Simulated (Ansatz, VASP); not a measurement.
## Te: VASP beside Ansatz

```
CELL_PARAMETERS angstrom
4.31534 0.00000 0.00000
-2.15767 3.73720 0.00000
0.00000 0.00000 5.95436
ATOMIC_POSITIONS crystal
Te 0.28381 0.00000 0.83333
Te 0.00000 0.28381 0.16667
Te 0.71619 0.71619 0.50000
```

Alike in both runs: task single point; functional PBEsol; k mesh 10 × 10 × 8; occupations gaussian, width 0.05 eV; no spin polarisation.

|  | VASP | Ansatz |
| --- | --- | --- |
| version | VASP 6.6.1 | Ansatz 0.2.0 |
| potentials or method | VASP PAW PBE potentials, release 64 (Te), cutoff 520 eV | scalar-relativistic, plane waves, PAW |
| valence electrons in the cell | 18 | 48 |

```csv
,VASP,Ansatz,Ansatz less VASP
pressure (GPa),0.1,0.1,-0.07
rms of the force components (eV/Å),0.014,0.004,-0.0098
```

VASP's potentials were made for PBE, not for PBEsol. Atom by atom the forces differ by 0.010 eV/Å (rms over components). VASP's potentials hold 18 valence electrons a cell and Ansatz's 48, so a difference there can come from the potentials and not from the codes.

Spin-orbit coupling is off throughout.
